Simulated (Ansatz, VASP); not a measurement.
# Two plane-wave programs on AlNi

```
CELL_PARAMETERS angstrom
2.89296 0.00000 0.00000
0.00000 2.89296 0.00000
0.00000 0.00000 2.89296
ATOMIC_POSITIONS crystal
Al 0.00000 0.00000 0.00000
Ni 0.50000 0.50000 0.50000
```

Alike in both runs: functional PBE; k mesh 14 × 14 × 14; occupations gaussian, width 0.1 eV; no spin polarisation.

Ansatz relaxed the structure, and its values are those at the end. VASP's run is a single point on that final structure, the one shown.

```csv
,VASP,Ansatz
version,VASP 6.6.1,Ansatz 0.2.0
potentials or method,"VASP PAW PBE potentials, release 64 (Al, Ni), cutoff 600 eV","scalar-relativistic, plane waves, PAW"
valence electrons in the cell,13,21
```

|  | VASP | Ansatz | Ansatz less VASP |
| --- | --- | --- | --- |
| gap on the k mesh at the Fermi level (eV) | none | none | - |
| pressure (GPa) | 0.0 | 0.0 | +0.08 |

A gap of «none» marks a metal or a gap that the smearing closes. VASP's potentials hold 13 valence electrons a cell and Ansatz's 21, so a difference there can come from the potentials and not from the codes.
